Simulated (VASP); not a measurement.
Runs of VASP 6.6.1 on ZrB. The structure is that of space group Fm-3m (No. 225), or close to it. The cells are those of the table. 

| level | potentials or basis | cell | cutoff (eV) | gap on the mesh (eV) | pressure (GPa) |
| --- | --- | --- | --- | --- | --- |
| r2SCAN+rVV10 | VASP PAW PBE potentials, release 64 (Zr_sv, B) | a = 3.415 Å, angles 60.0°, 2 atoms | 550 | none | 8.4 |
| r2SCAN | VASP PAW PBE potentials, release 64 (Zr_sv, B) | a = 3.415 Å, angles 60.0°, 2 atoms | 550 | none | 9.3 |
| LDA | VASP PAW LDA potentials, release 64 (Zr_sv, B) | a = 3.462 Å, angles 60.0°, 2 atoms | 500 | none | -6.1 |
| r2SCAN | VASP PAW PBE potentials, release 64 (Zr_sv, B) | a = 3.288 Å, angles 60.0°, 2 atoms | 550 | none | (a) |
| PBE+D3(BJ) | VASP PAW PBE potentials, release 64 (Zr_sv, B) | a = 3.439 Å, angles 60.0°, 2 atoms | 500 | none | (b) |

Alike in all rows: task single point; no spin polarisation; k mesh 8 × 8 × 8; smearing gaussian 0.05 eV.

Problem. Fill in the values left out.

Solution. (a) 37.0; (b) -0.1.

Caveats: the PAW data sets were made with another functional, which shifts forces and pressure a little (some runs); pairwise dispersion overbinds metals, which lowers pressure and volume (some runs).

A k mesh can miss the band edges, and the runs leave out spin-orbit coupling on Zr.

A gap of «none» marks levels without a gap at the run's occupations.
